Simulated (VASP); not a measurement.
Set up this calculation in VASP 6.6.1, as the native input.

| Item | Value |
| --- | --- |
| Task | single point |
| Functional | PBE |
| Potentials or basis | VASP PAW PBE potentials, release 64 (Zr_sv, Ge_d, Pd_sv_GW) |
| Cutoff | 630 eV |
| k mesh | 5 × 5 × 2 |
| Occupations | gaussian, width 0.2 eV |
| Spin | no spin polarisation |
| Dipole correction | no |
| Further INCAR settings | ALGO = Normal; EDIFF = 1e-06; NBANDS = 56 |

The structure of ZrGe2Pd3 lies in POSCAR:

```
ZrGe2Pd3
1.0
    4.4733483773      0.0000000000      0.0000000000
   -2.2366741886      3.8740333347      0.0000000000
    0.0000000000      0.0000000000      9.9331760061
Zr Ge Pd
1 2 3
Direct
    0.0000000000      0.0000000000      0.5000000000
    0.3333333333      0.6666666667      0.0000000000
    0.6666666667      0.3333333333      0.0000000000
    0.0000000000      0.0000000000      0.7333862686
    0.0000000000      0.0000000000      0.2666137314
    0.0000000000      0.0000000000      0.0000000000
```

The cell was generated, and may not be a known phase.

One way to write it, as run:

INCAR

```
SYSTEM = ZrGe2Pd3
  PREC = Accurate
  ENCUT = 630
  EDIFF = 1E-6
  ISMEAR = 0
  SIGMA = 0.2
  LREAL = .False.
  LASPH = .True.
  NELM = 120
  ALGO = Normal
  ISIF = 2
  LWAVE = .False.
  LCHARG = .False.
  GGA = PE
  NBANDS = 56
  GGA_COMPAT = .False.
```

KPOINTS

```
regular mesh
0
Gamma
  5 5 2
  0 0 0
```

Potentials or basis: VASP PAW PBE potentials, release 64 (Zr_sv, Ge_d, Pd_sv_GW).

Command:

```console
$ cat potpaw_PBE.64/Zr_sv/POTCAR potpaw_PBE.64/Ge_d/POTCAR potpaw_PBE.64/Pd_sv_GW/POTCAR > POTCAR
$ mpirun -np 1 vasp_std > vasp.out
```

Results of the run:

```json
{"Pressure": "0.2 GPa", "Largest force": "0.019 eV/Å", "Band gap on the k mesh": "zero (bands 47 and 48 overlap by 0.39 eV)"}
```

Wall time 4.1 min on 1 thread of Intel(R) Xeon(R) Platinum 8259CL CPU @ 2.50GHz (Skylake/Cascade Lake), with other jobs on the host, peak memory 0.41 GiB.
